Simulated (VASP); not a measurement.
# Sn (Fd-3m) in VASP: a series of runs

Sn is run at these levels: PBEsol; tasks: single point.

Program: VASP 6.6.1. These are calculated values, not measurements. Logs are shortened: lines on timing, memory, paths and dates and some standing lists are left out, and cuts for length are marked.

## Step 1: The cell of the first run

It takes space group Fd-3m (No. 227, cubic). The conventional cell has a = 6.089 Å, b = 6.089 Å, c = 6.089 Å, α = 90.00°, β = 90.00°, γ = 90.00°. Sn (site symmetry -43m) has 4 Sn at 2.64 Å within 3.5 Å.

This isn't the form of Sn at room conditions, which is tetragonal (white tin).

## Step 2: Single point, PBEsol

INCAR reads:

```
SYSTEM = Sn
PREC = Accurate
ENCUT = 520
EDIFF = 1E-6
ISMEAR = -1
SIGMA = 0.08
LREAL = .False.
LASPH = .True.
NELM = 60
ALGO = Normal
ISIF = 2
LWAVE = .False.
LCHARG = .True.
GGA = PS
LELF = .True.
LVHAR = .True.
NBANDS = 21
```

KPOINTS reads:

```
regular mesh
0
Gamma
  14 14 14
  0 0 0
```

POSCAR reads:

```
Sn
1.0
    0.0000000000      3.0444797207      3.0444797207
    3.0444797207      0.0000000000      3.0444797207
    3.0444797207      3.0444797207      0.0000000000
Sn
2
Direct
    0.5000000000      0.5000000000      0.5000000000
    0.7500000000      0.7500000000      0.7500000000
```

Potentials or basis: VASP PAW PBE potentials, release 64 (Sn_d).

The run is started by

```sh
> cat potpaw_PBE.64/Sn_d/POTCAR > POTCAR
> mpirun -np 1 vasp_std > vasp.out
```

OUTCAR:

```text
SYSTEM = Sn
   PREC = Accurate
   ENCUT = 520
   EDIFF = 1E-6
   ISMEAR = -1
   LREAL = .False.
   LASPH = .True.
   NELM = 60
   ISIF = 2
   GGA = PS

 ion  position               nearest neighbor table
   1  0.500  0.500  0.500-   2 2.64   2 2.64   2 2.64   2 2.64
   2  0.750  0.750  0.750-   1 2.64   1 2.64   1 2.64   1 2.64

  LATTYP: Found a face centered cubic cell.
 ALAT       =     6.0889594414

  Lattice vectors:

 A1 = (   0.0000000000,   3.0444797207,   3.0444797207)
 A2 = (   3.0444797207,   0.0000000000,   3.0444797207)
 A3 = (   3.0444797207,   3.0444797207,   0.0000000000)

Analysis of symmetry for initial positions (statically):
=====================================================================
 Subroutine PRICEL returns:
 Original cell was already a primitive cell.

 Routine SETGRP: Setting up the symmetry group for a
 face centered cubic supercell.

 Subroutine GETGRP returns: Found 48 space group operations
 (whereof 24 operations were pure point group operations)
 out of a pool of 48 trial point group operations.

The static configuration has the point symmetry T_d .
 The point group associated with its full space group is O_h .

Analysis of symmetry for dynamics (positions and initial velocities):
=====================================================================
 Subroutine PRICEL returns:
 Original cell was already a primitive cell.

 Routine SETGRP: Setting up the symmetry group for a
 face centered cubic supercell.

 Subroutine GETGRP returns: Found 48 space group operations
 (whereof 24 operations were pure point group operations)
 out of a pool of 48 trial point group operations.

The dynamic configuration has the point symmetry T_d .
 The point group associated with its full space group is O_h .

 Subroutine INISYM returns: Found 48 space group operations
 (whereof 24 operations are pure point group operations),
 and found     1 'primitive' translations

----------------------------------------------------------------------------------------

                                     Primitive cell

  volume of cell :      56.4377

  direct lattice vectors                    reciprocal lattice vectors
     0.000000000  3.044479721  3.044479721    -0.164231674  0.164231674  0.164231674
     3.044479721  0.000000000  3.044479721     0.164231674 -0.164231674  0.164231674
     3.044479721  3.044479721  0.000000000     0.164231674  0.164231674 -0.164231674

  length of vectors
     4.305544511  4.305544511  4.305544511     0.284457603  0.284457603  0.284457603

  position of ions in fractional coordinates (direct lattice)
     0.500000000  0.500000000  0.500000000
     0.750000000  0.750000000  0.750000000

  ion indices of the primitive-cell ions
   primitive index   ion index
                 1           1
                 2           2

----------------------------------------------------------------------------------------

 KPOINTS: regular mesh

Automatic generation of k-mesh.
 Grid dimensions read from file:
 generate k-points for:   14   14   14

 Generating k-lattice:

  Cartesian coordinates                     Fractional coordinates (reciprocal lattice)
    -0.011730834  0.011730834  0.011730834     0.071428571  0.000000000  0.000000000
     0.011730834 -0.011730834  0.011730834     0.000000000  0.071428571  0.000000000
     0.011730834  0.011730834 -0.011730834     0.000000000  0.000000000  0.071428571

  Length of vectors
     0.020318400  0.020318400  0.020318400

  Shift w.r.t. Gamma in fractional coordinates (k-lattice)
     0.000000000  0.000000000  0.000000000

 Subroutine IBZKPT returns following result:
 ===========================================

 Found    104 irreducible k-points:

 Following reciprocal coordinates:
            Coordinates               Weight
  0.000000  0.000000  0.000000      1.000000
  0.071429  0.000000  0.000000      8.000000
  0.142857  0.000000  0.000000      8.000000
  0.214286  0.000000  0.000000      8.000000
  0.285714  0.000000  0.000000      8.000000
  0.357143  0.000000  0.000000      8.000000
[... 16 lines left out ...]
  0.214286  0.142857  0.000000     24.000000
  0.285714  0.142857  0.000000     24.000000
 [... further k-points ...]
   k-points           NKPTS =    104   k-points in BZ     NKDIM =    104   number of bands    NBANDS=     21
   number of dos      NEDOS =    301   number of ions     NIONS =      2
   total plane-waves  NPLWV =  32768
   dimension x,y,z NGX =    32 NGY =   32 NGZ =   32
   dimension x,y,z NGXF=    64 NGYF=   64 NGZF=   64
   ions per type =               2
   NGX,Y,Z   is equivalent  to a cutoff of  12.36, 12.36, 12.36 a.u.
   NGXF,Y,Z  is equivalent  to a cutoff of  24.71, 24.71, 24.71 a.u.
 SYSTEM =  Sn
   PREC   = accura    normal or accurate (medium, high low for compatibility)
   ISTART =      0    job   : 0-new  1-cont  2-samecut
   ICHARG =      2    charge: 1-file 2-atom 10-const
   ISPIN  =      1    spin polarized calculation?
   LNONCOLLINEAR =      F non collinear calculations
   LSORBIT =      F    spin-orbit coupling
   LASPH  =      T    aspherical Exc in radial PAW
   ENCUT  =  520.0 eV  38.22 Ry    6.18 a.u.   8.01  8.01  8.01*2*pi/ulx,y,z
   NELM   =     60;   NELMIN=  2; NELMDL= -5     # of ELM steps
   EDIFF  = 0.1E-05   stopping-criterion for ELM
   LREAL  =      F    real-space projection
   EDIFFG = 0.1E-04   stopping-criterion for IOM
   NSW    =      0    number of steps for IOM
   IBRION =     -1    ionic relax: 0-MD 1-quasi-New 2-CG
   NFREE  =      0    steps in history (QN), initial steepest desc. (CG)
   ISIF   =      2    stress and relaxation
   ISYM   =      2    0-nonsym 1-usesym 2-fastsym
   POTIM  = 0.5000    time-step for ionic-motion
   TEBEG  =    0.0;   TEEND  =   0.0 temperature during run
   PSTRESS=    0.0 pullay stress
   NELECT =      28.0000    total number of electrons
   NUPDOWN=      -1.0000    fix difference up-down
   EMIN   =  10.00;   EMAX   =-10.00  energy-range for DOS
   EFERMI =   0.00;   METHOD = LEGACY
   ISMEAR =    -1;   SIGMA  =   0.08  broadening in eV -4-tet -1-fermi 0-gaus
   EFERMI_NEDOS =   21; number of points for ismear=-14 and -15
   IALGO  =     38    algorithm
   IMIX   =      4    mixing-type and parameters
     AMIX     =   0.40;   BMIX     =  1.00
     AMIX_MAG =   1.60;   BMIX_MAG =  1.00
  volume/ion in A,a.u.               =      28.22       190.43
  Fermi-wavevector in a.u.,A,eV,Ry     =   1.295998  2.449082 22.852502  1.679612
  Thomas-Fermi vector in A             =   2.427482
   LORBIT       =      0    0 simple, 1 ext, 2 COOP (PROOUT), +10 PAW based schemes
   GGA     = PS    functional components
   LHFCALC =     F    Hartree Fock is set to
   AEXX    =    0.0000 exact exchange contribution
   IVDW    =     0    specifies the selected vdW correction
   LEPSILON=     F    determine dielectric tensor
   LRPA    =     F    only Hartree local field effects (RPA)
 non-spin polarized calculation
  energy-cutoff  :      520.00
  volume of cell :       56.44
 maximum number of plane-waves:      1540
   NGX = 17   NGY = 17   NGZ = 17

 number of electron      27.9999985 magnetization

 Free energy of the ion-electron system (eV)
  ---------------------------------------------------
  ext. energy  EPLUGINS =         0.00000000
  ---------------------------------------------------
  free energy    TOTEN  =        -7.95597037 eV

  energy without entropy =       -7.95462289  energy(sigma->0) =       -7.95529663

 E-fermi :   7.9058     XC(G=0):  -9.9348

 val. band max:        7.8429132447   @ k =   0.0000   0.0000   0.0000
 cond. band min:       8.0660373052   @ k =   0.4286   0.4286   0.0000
 fundamental gap:      0.2231240605
 Fermi energy:         7.9058336497

 k-point     1 :       0.0000    0.0000    0.0000
  band No.  band energies     occupation
      1     -14.3758      2.00000
      2     -14.3758      2.00000
      3     -14.3758      2.00000
      4     -14.2843      2.00000
      5     -14.2843      2.00000
      6     -13.7744      2.00000
[... 13 lines left out ...]
     20      16.0311      0.00000
     21      16.0311      0.00000

 k-point     2 :       0.0714    0.0000    0.0000
  band No.  band energies     occupation
      1     -14.3834      2.00000
      2     -14.3834      2.00000
      3     -14.3739      2.00000
      4     -14.2739      2.00000
      5     -14.2739      2.00000
      6     -13.7855      2.00000
[... 13 lines left out ...]
     20      15.3506      0.00000
     21      15.3506      0.00000

 k-point     3 :       0.1429    0.0000    0.0000
  band No.  band energies     occupation
      1     -14.3986      2.00000
      2     -14.3986      2.00000
      3     -14.3688      2.00000
      4     -14.2511      2.00000
      5     -14.2511      2.00000
      6     -13.8055      2.00000
[... 13 lines left out ...]
     20      14.8368      0.00000
     21      14.8368      0.00000

 k-point     4 :       0.2143    0.0000    0.0000
  band No.  band energies     occupation
      1     -14.4130      2.00000
      2     -14.4130      2.00000
      3     -14.3612      2.00000
      4     -14.2268      2.00000
      5     -14.2268      2.00000
      6     -13.8245      2.00000
[... 13 lines left out ...]
     20      14.6718      0.00000
     21      14.6718      0.00000

 k-point     5 :       0.2857    0.0000    0.0000
  band No.  band energies     occupation
      1     -14.4234      2.00000
      2     -14.4234      2.00000
      3     -14.3526      2.00000
      4     -14.2065      2.00000
      5     -14.2065      2.00000
      6     -13.8388      2.00000
[... 13 lines left out ...]
     20      14.9415      0.00000
     21      14.9415      0.00000
[... 382 lines left out ...]
     20      14.6808      0.00000
     21      15.0146      0.00000

 k-point    22 :       0.1429    0.1429    0.0000
  band No.  band energies     occupation
      1     -14.3954      2.00000
      2     -14.3931      2.00000
      3     -14.3931      2.00000
      4     -14.2563      2.00000
      5     -14.2148      2.00000
      6     -13.8749      2.00000
[... 13 lines left out ...]
     20      14.1725      0.00000
     21      16.4449      0.00000

 k-point    23 :       0.2143    0.1429    0.0000
  band No.  band energies     occupation
      1     -14.4149      2.00000
      2     -14.4034      2.00000
      3     -14.3819      2.00000
      4     -14.2381      2.00000
      5     -14.1859      2.00000
      6     -13.9075      2.00000
[... 13 lines left out ...]
     20      14.8912      0.00000
     21      16.0800      0.00000

 k-point    24 :       0.2857    0.1429    0.0000
  band No.  band energies     occupation
      1     -14.4346      2.00000
      2     -14.4150      2.00000
      3     -14.3634      2.00000
      4     -14.2159      2.00000
      5     -14.1601      2.00000
      6     -13.9321      2.00000
[... 13 lines left out ...]
     20      15.3469      0.00000
     21      16.0579      0.00000

 [... further k-points ...]
[... 5 lines left out ...]
  --------------------------------------------------------------------------------------
  -------------------------------------------------------------------------------------
  Total        5.2297178      5.2297178      5.2297178     -0.0000000      0.0000000     -0.0000000
  in kB      148.4634614    148.4634614    148.4634614     -0.0000000      0.0000000     -0.0000000
  external PRESSURE =     148.4634614 kB  Pullay stress =       0.0000000 kB

 VOLUME and BASIS-vectors are now :
 -----------------------------------------------------------------------------
  energy-cutoff  :      520.00
  volume of cell :       56.44
      direct lattice vectors                 reciprocal lattice vectors
     0.000000000  3.044479721  3.044479721    -0.164231674  0.164231674  0.164231674
     3.044479721  0.000000000  3.044479721     0.164231674 -0.164231674  0.164231674
     3.044479721  3.044479721  0.000000000     0.164231674  0.164231674 -0.164231674

 POSITION                                       TOTAL-FORCE (eV/Angst)
 -----------------------------------------------------------------------------------
      3.04448      3.04448      3.04448        -0.000000     -0.000000     -0.000000
      4.56672      4.56672      4.56672         0.000000      0.000000      0.000000
 -----------------------------------------------------------------------------------
    total drift:                               -0.000000     -0.000000      0.000000

  FREE ENERGIE OF THE ION-ELECTRON SYSTEM (eV)
  ---------------------------------------------------
  free  energy   TOTEN  =        -7.9559703749 eV

  energy  without entropy=       -7.9546228889  energy(sigma->0) =       -7.95529663
```

Run time: 31 s. Hardware: 1 thread of Intel Xeon 6975P-C (Granite Rapids), shared host; peak memory 0.23 GiB.

What came out:

- Free energy: -7.9560 eV
- Pressure: 14.8 GPa

Levels at points of the mesh, in eV from the Fermi level:
```csv
k point,band 12,band 13,band 14,band 15,band 16,band 17
"(0.00, 0.00, 0.00)",-0.06,-0.06,-0.06,0.55,1.98,1.98
"(0.50, 0.00, 0.00)",-7.38,-1.61,-1.61,0.22,3.09,3.09
"(0.50, 0.50, 0.00)",-8.45,-3.33,-3.33,0.32,0.32,8.81
```

Caveat: the cell stands under pressure; the PAW data sets were made with another functional, which shifts forces and pressure a little; spin-orbit coupling is left out, which moves the levels of the heavy elements.

(Continued in part 2 of 2.)
